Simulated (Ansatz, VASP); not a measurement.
# Two plane-wave programs on K

```xyz
1
Lattice="-2.5242 2.5242 2.5242 2.5242 -2.5242 2.5242 2.5242 2.5242 -2.5242" Properties=species:S:1:pos:R:3 pbc="T T T"
K     0.0000    0.0000    0.0000
```

Alike in both runs: task single point; functional LDA; k mesh 9 × 9 × 9; occupations fermi-dirac, width 1 eV; no spin polarisation.

|  | VASP | Ansatz |
| --- | --- | --- |
| version | VASP 6.6.1 | Ansatz 0.2.0 |
| potentials or method | VASP PAW LDA potentials, release 64 (K_sv), cutoff 520 eV | plane waves (420 eV) with PAW, scalar-relativistic |
| valence electrons in the cell | 9 | 9 |

|  | VASP | Ansatz | Ansatz less VASP |
| --- | --- | --- | --- |
| pressure (GPa) | 0.7 | 0.8 | +0.04 |

Ansatz warns that its potentials were made for another functional, while VASP's fit it. LDA's correlation is that of Perdew and Zunger in VASP and of Perdew and Wang (1992) in Ansatz.
